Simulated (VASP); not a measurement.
# InSb (x) (F-43m) in VASP: single point with LDA

Aim: the single point of InSb (x) with LDA.

Everything below comes from runs of VASP 6.6.1. Logs are shortened: lines on timing, memory, paths and dates and some standing lists are left out, and cuts for length are marked.

## 1. The cell of the first run

It takes space group F-43m (No. 216, cubic). Conventional cell: a = 6.633 Å, b = 6.633 Å, c = 6.633 Å, α = 90.00°, β = 90.00°, γ = 90.00°. Within 3.8 Å of In (site symmetry -43m) lie 4 Sb at 2.87 Å. Within 3.8 Å of Sb (site symmetry -43m) lie 4 In at 2.87 Å.

## 2. Single point, LDA

INCAR

```
SYSTEM = InSb
PREC = Accurate ; ENCUT = 520
EDIFF = 1E-7 ; ISMEAR = 0
SIGMA = 0.1 ; LREAL = .False.
LASPH = .True. ; NELM = 80
ALGO = Normal ; ISIF = 2
LWAVE = .False. ; LCHARG = .False.
GGA = CA ; NBANDS = 16
```

KPOINTS

```
Automatic mesh
0
Gamma
  12 12 12
  0 0 0
```

POSCAR

```
InSb
1.0
    0.0000000000      3.3166107100      3.3166107100
    3.3166107100      0.0000000000      3.3166107100
    3.3166107100      3.3166107100      0.0000000000
In Sb
1 1
Direct
    0.0000000000      0.0000000000      0.0000000000
    0.7500000000      0.7500000000      0.7500000000
```

Potentials or basis: VASP PAW LDA potentials, release 64 (In_d, Sb).

Started as:

```sh
$ cat potpaw_LDA.64/In_d/POTCAR potpaw_LDA.64/Sb/POTCAR > POTCAR
$ mpirun -np 1 vasp_std > vasp.out
```

OUTCAR:

```text
SYSTEM = InSb
   PREC = Accurate
   ENCUT = 520
   EDIFF = 1E-7
   ISMEAR = 0
   LREAL = .False.
   LASPH = .True.
   NELM = 80
   ISIF = 2
   GGA = CA

 ion  position               nearest neighbor table
   1  0.000  0.000  0.000-   2 2.87   2 2.87   2 2.87   2 2.87
   2  0.750  0.750  0.750-   1 2.87   1 2.87   1 2.87   1 2.87

  LATTYP: Found a face centered cubic cell.
 ALAT       =     6.6332214200

  Lattice vectors:

 A1 = (   0.0000000000,   3.3166107100,   3.3166107100)
 A2 = (   3.3166107100,   0.0000000000,   3.3166107100)
 A3 = (   3.3166107100,   3.3166107100,   0.0000000000)

Analysis of symmetry for initial positions (statically):
=====================================================================
 Subroutine PRICEL returns:
 Original cell was already a primitive cell.

 Routine SETGRP: Setting up the symmetry group for a
 face centered cubic supercell.

 Subroutine GETGRP returns: Found 24 space group operations
 (whereof 24 operations were pure point group operations)
 out of a pool of 48 trial point group operations.

The static configuration has the point symmetry T_d .

Analysis of symmetry for dynamics (positions and initial velocities):
=====================================================================
 Subroutine PRICEL returns:
 Original cell was already a primitive cell.

 Routine SETGRP: Setting up the symmetry group for a
 face centered cubic supercell.

 Subroutine GETGRP returns: Found 24 space group operations
 (whereof 24 operations were pure point group operations)
 out of a pool of 48 trial point group operations.

The dynamic configuration has the point symmetry T_d .

 Subroutine INISYM returns: Found 24 space group operations
 (whereof 24 operations are pure point group operations),
 and found     1 'primitive' translations

----------------------------------------------------------------------------------------

                                     Primitive cell

  volume of cell :      72.9648

  direct lattice vectors                    reciprocal lattice vectors
     0.000000000  3.316610710  3.316610710    -0.150756312  0.150756312  0.150756312
     3.316610710  0.000000000  3.316610710     0.150756312 -0.150756312  0.150756312
     3.316610710  3.316610710  0.000000000     0.150756312  0.150756312 -0.150756312

  length of vectors
     4.690395847  4.690395847  4.690395847     0.261117592  0.261117592  0.261117592

  position of ions in fractional coordinates (direct lattice)
     0.000000000  0.000000000  0.000000000
     0.750000000  0.750000000  0.750000000

  ion indices of the primitive-cell ions
   primitive index   ion index
                 1           1
                 2           2

----------------------------------------------------------------------------------------

 KPOINTS: Automatic mesh

Automatic generation of k-mesh.
 Grid dimensions read from file:
 generate k-points for:   12   12   12

 Generating k-lattice:

  Cartesian coordinates                     Fractional coordinates (reciprocal lattice)
    -0.012563026  0.012563026  0.012563026     0.083333333  0.000000000  0.000000000
     0.012563026 -0.012563026  0.012563026     0.000000000  0.083333333  0.000000000
     0.012563026  0.012563026 -0.012563026     0.000000000  0.000000000  0.083333333

  Length of vectors
     0.021759799  0.021759799  0.021759799

  Shift w.r.t. Gamma in fractional coordinates (k-lattice)
     0.000000000  0.000000000  0.000000000

 Subroutine IBZKPT returns following result:
 ===========================================

 Found     72 irreducible k-points:

 Following reciprocal coordinates:
            Coordinates               Weight
  0.000000  0.000000  0.000000      1.000000
  0.083333  0.000000  0.000000      8.000000
  0.166667  0.000000  0.000000      8.000000
  0.250000  0.000000  0.000000      8.000000
  0.333333  0.000000  0.000000      8.000000
  0.416667  0.000000  0.000000      8.000000
[... 16 lines left out ...]
  0.500000  0.166667  0.000000     24.000000
 -0.416667  0.166667  0.000000     24.000000
 [... further k-points ...]
   k-points           NKPTS =     72   k-points in BZ     NKDIM =     72   number of bands    NBANDS=     16
   number of dos      NEDOS =    301   number of ions     NIONS =      2
   total plane-waves  NPLWV =  46656
   dimension x,y,z NGX =    36 NGY =   36 NGZ =   36
   dimension x,y,z NGXF=    72 NGYF=   72 NGZF=   72
   ions per type =               1   1
   NGX,Y,Z   is equivalent  to a cutoff of  12.76, 12.76, 12.76 a.u.
   NGXF,Y,Z  is equivalent  to a cutoff of  25.52, 25.52, 25.52 a.u.
 SYSTEM =  InSb
   PREC   = accura    normal or accurate (medium, high low for compatibility)
   ISTART =      0    job   : 0-new  1-cont  2-samecut
   ICHARG =      2    charge: 1-file 2-atom 10-const
   ISPIN  =      1    spin polarized calculation?
   LNONCOLLINEAR =      F non collinear calculations
   LSORBIT =      F    spin-orbit coupling
   LASPH  =      T    aspherical Exc in radial PAW
   ENCUT  =  520.0 eV  38.22 Ry    6.18 a.u.   8.72  8.72  8.72*2*pi/ulx,y,z
   NELM   =     80;   NELMIN=  2; NELMDL= -5     # of ELM steps
   EDIFF  = 0.1E-06   stopping-criterion for ELM
   LREAL  =      F    real-space projection
   EDIFFG = 0.1E-05   stopping-criterion for IOM
   NSW    =      0    number of steps for IOM
   IBRION =     -1    ionic relax: 0-MD 1-quasi-New 2-CG
   NFREE  =      0    steps in history (QN), initial steepest desc. (CG)
   ISIF   =      2    stress and relaxation
   ISYM   =      2    0-nonsym 1-usesym 2-fastsym
   POTIM  = 0.5000    time-step for ionic-motion
   TEBEG  =    0.0;   TEEND  =   0.0 temperature during run
   PSTRESS=    0.0 pullay stress
   NELECT =      18.0000    total number of electrons
   NUPDOWN=      -1.0000    fix difference up-down
   EMIN   =  10.00;   EMAX   =-10.00  energy-range for DOS
   EFERMI =   0.00;   METHOD = LEGACY
   ISMEAR =     0;   SIGMA  =   0.10  broadening in eV -4-tet -1-fermi 0-gaus
   EFERMI_NEDOS =   21; number of points for ismear=-14 and -15
   IALGO  =     38    algorithm
   IMIX   =      4    mixing-type and parameters
     AMIX     =   0.40;   BMIX     =  1.00
     AMIX_MAG =   1.60;   BMIX_MAG =  1.00
  volume/ion in A,a.u.               =      36.48       246.20
  Fermi-wavevector in a.u.,A,eV,Ry     =   1.026742  1.940260 14.343239  1.054198
  Thomas-Fermi vector in A             =   2.160650
   LORBIT       =      0    0 simple, 1 ext, 2 COOP (PROOUT), +10 PAW based schemes
   GGA     = CA    functional components
   LHFCALC =     F    Hartree Fock is set to
   AEXX    =    0.0000 exact exchange contribution
   IVDW    =     0    specifies the selected vdW correction
   LEPSILON=     F    determine dielectric tensor
   LRPA    =     F    only Hartree local field effects (RPA)
 non-spin polarized calculation
 Gauss-broadening in eV      SIGMA  =   0.10
  energy-cutoff  :      520.00
  volume of cell :       72.96
 maximum number of plane-waves:      1992
   NGX = 17   NGY = 17   NGZ = 17

 number of electron      18.0000008 magnetization

 Free energy of the ion-electron system (eV)
  ---------------------------------------------------
  ext. energy  EPLUGINS =         0.00000000
  ---------------------------------------------------
  free energy    TOTEN  =        -8.15656627 eV

  energy without entropy =       -8.15641222  energy(sigma->0) =       -8.15648925

 E-fermi :   4.2262     XC(G=0):  -8.7024

 val. band max:        4.1654452042   @ k =   0.0000   0.0000   0.0000
 cond. band min:       4.4689054399   @ k =   0.5000   0.0000   0.0000
 fundamental gap:      0.3034602358
 Fermi energy:         4.2262147792

 k-point     1 :       0.0000    0.0000    0.0000
  band No.  band energies     occupation
      1     -10.2526      2.00000
      2     -10.2526      2.00000
      3     -10.2526      2.00000
      4     -10.1835      2.00000
      5     -10.1835      2.00000
      6      -6.1821      2.00000
[... 8 lines left out ...]
     15      12.2872      0.00000
     16      12.2872      0.00000

 k-point     2 :       0.0833    0.0000    0.0000
  band No.  band energies     occupation
      1     -10.2551      2.00000
      2     -10.2514      2.00000
      3     -10.2514      2.00000
      4     -10.1836      2.00000
      5     -10.1836      2.00000
      6      -6.1250      2.00000
[... 8 lines left out ...]
     15      11.8021      0.00000
     16      11.8021      0.00000

 k-point     3 :       0.1667    0.0000    0.0000
  band No.  band energies     occupation
      1     -10.2619      2.00000
      2     -10.2484      2.00000
      3     -10.2484      2.00000
      4     -10.1837      2.00000
      5     -10.1837      2.00000
      6      -5.9586      2.00000
[... 8 lines left out ...]
     15      11.3907      0.00000
     16      11.3907      0.00000

 k-point     4 :       0.2500    0.0000    0.0000
  band No.  band energies     occupation
      1     -10.2711      2.00000
      2     -10.2444      2.00000
      3     -10.2444      2.00000
      4     -10.1836      2.00000
      5     -10.1836      2.00000
      6      -5.7001      2.00000
[... 8 lines left out ...]
     15      11.3509      0.00000
     16      11.3509      0.00000

 k-point     5 :       0.3333    0.0000    0.0000
  band No.  band energies     occupation
      1     -10.2803      2.00000
      2     -10.2409      2.00000
      3     -10.2409      2.00000
      4     -10.1831      2.00000
      5     -10.1831      2.00000
      6      -5.3890      2.00000
[... 8 lines left out ...]
     15      11.7473      0.00000
     16      11.7473      0.00000

 k-point     6 :       0.4167    0.0000    0.0000
  band No.  band energies     occupation
      1     -10.2870      2.00000
      2     -10.2386      2.00000
      3     -10.2386      2.00000
      4     -10.1824      2.00000
      5     -10.1824      2.00000
      6      -5.1068      2.00000
[... 8 lines left out ...]
     15      12.4786      0.00000
     16      12.4786      0.00000

 k-point     7 :       0.5000    0.0000    0.0000
  band No.  band energies     occupation
      1     -10.2894      2.00000
      2     -10.2378      2.00000
      3     -10.2378      2.00000
      4     -10.1821      2.00000
      5     -10.1821      2.00000
      6      -4.9855      2.00000
[... 8 lines left out ...]
     15      13.0783      0.00000
     16      13.0783      0.00000

 k-point     8 :       0.0833    0.0833    0.0000
  band No.  band energies     occupation
      1     -10.2572      2.00000
      2     -10.2503      2.00000
      3     -10.2503      2.00000
      4     -10.1843      2.00000
      5     -10.1830      2.00000
      6      -6.1058      2.00000
[... 8 lines left out ...]
     15      11.2193      0.00000
     16      12.3549      0.00000

 k-point     9 :       0.1667    0.0833    0.0000
  band No.  band energies     occupation
      1     -10.2631      2.00000
      2     -10.2478      2.00000
      3     -10.2473      2.00000
      4     -10.1850      2.00000
      5     -10.1826      2.00000
      6      -5.9755      2.00000
[... 8 lines left out ...]
     15      10.8776      0.00000
     16      12.0486      0.00000
[... 172 lines left out ...]
 k-point    19 :       0.1667    0.1667    0.0000
  band No.  band energies     occupation
      1     -10.2696      2.00000
      2     -10.2442      2.00000
      3     -10.2442      2.00000
      4     -10.1865      2.00000
      5     -10.1817      2.00000
      6      -5.8825      2.00000
[... 8 lines left out ...]
     15      11.2274      0.00000
     16      12.5570      0.00000

 k-point    20 :       0.2500    0.1667    0.0000
  band No.  band energies     occupation
      1     -10.2774      2.00000
      2     -10.2406      2.00000
      3     -10.2401      2.00000
      4     -10.1878      2.00000
      5     -10.1809      2.00000
      6      -5.6881      2.00000
[... 8 lines left out ...]
     15      11.9046      0.00000
     16      12.5001      0.00000

 k-point    21 :       0.3333    0.1667    0.0000
  band No.  band energies     occupation
      1     -10.2850      2.00000
      2     -10.2377      2.00000
      3     -10.2362      2.00000
      4     -10.1883      2.00000
      5     -10.1805      2.00000
      6      -5.4155      2.00000
[... 8 lines left out ...]
     15      12.2239      0.00000
     16      12.6533      0.00000

 k-point    22 :       0.4167    0.1667    0.0000
  band No.  band energies     occupation
      1     -10.2910      2.00000
      2     -10.2357      2.00000
      3     -10.2335      2.00000
      4     -10.1877      2.00000
      5     -10.1804      2.00000
      6      -5.1154      2.00000
[... 8 lines left out ...]
     15      12.4176      0.00000
     16      13.1537      0.00000

 k-point    23 :       0.5000    0.1667    0.0000
  band No.  band energies     occupation
      1     -10.2942      2.00000
      2     -10.2347      2.00000
      3     -10.2325      2.00000
      4     -10.1863      2.00000
      5     -10.1811      2.00000
      6      -4.8853      2.00000
[... 8 lines left out ...]
     15      12.7855      0.00000
     16      13.1655      0.00000

 k-point    24 :      -0.4167    0.1667    0.0000
  band No.  band energies     occupation
      1     -10.2938      2.00000
      2     -10.2347      2.00000
      3     -10.2333      2.00000
      4     -10.1846      2.00000
      5     -10.1826      2.00000
      6      -4.8498      2.00000
[... 8 lines left out ...]
     15      12.2068      0.00000
     16      12.4692      0.00000

 [... further k-points ...]

------------------------ aborting loop because EDIFF is reached ----------------------------------------

  FORCE on cell =-STRESS in cart. coord.  units (eV):
  Direction    XX          YY          ZZ          XY          YZ          ZX
  --------------------------------------------------------------------------------------
  -------------------------------------------------------------------------------------
  Total       -1.4325745     -1.4325745     -1.4325745     -0.0000000      0.0000000     -0.0000000
  in kB      -31.4567826    -31.4567826    -31.4567826     -0.0000000      0.0000000     -0.0000000
  external PRESSURE =     -31.4567826 kB  Pullay stress =       0.0000000 kB

 VOLUME and BASIS-vectors are now :
 -----------------------------------------------------------------------------
  energy-cutoff  :      520.00
  volume of cell :       72.96
      direct lattice vectors                 reciprocal lattice vectors
     0.000000000  3.316610710  3.316610710    -0.150756312  0.150756312  0.150756312
     3.316610710  0.000000000  3.316610710     0.150756312 -0.150756312  0.150756312
     3.316610710  3.316610710  0.000000000     0.150756312  0.150756312 -0.150756312

 POSITION                                       TOTAL-FORCE (eV/Angst)
 -----------------------------------------------------------------------------------
      0.00000      0.00000      0.00000        -0.000000     -0.000000     -0.000000
      4.97492      4.97492      4.97492         0.000000      0.000000      0.000000
 -----------------------------------------------------------------------------------
    total drift:                                0.000000      0.000000      0.000000

  FREE ENERGIE OF THE ION-ELECTRON SYSTEM (eV)
  ---------------------------------------------------
  free  energy   TOTEN  =        -8.1565662749 eV

  energy  without entropy=       -8.1564122156  energy(sigma->0) =       -8.15648925
```

It took 2.8 min on 1 thread of AMD EPYC 7R43 (Zen 3), shared host; peak memory 0.19 GiB.

Results:

```
Free energy            : -8.1566 eV
Pressure               : -3.1 GPa
Band gap on the k mesh : zero (filled and empty bands touch)
```

Caveat: spin-orbit coupling is left out, which moves the levels of the heavy elements.
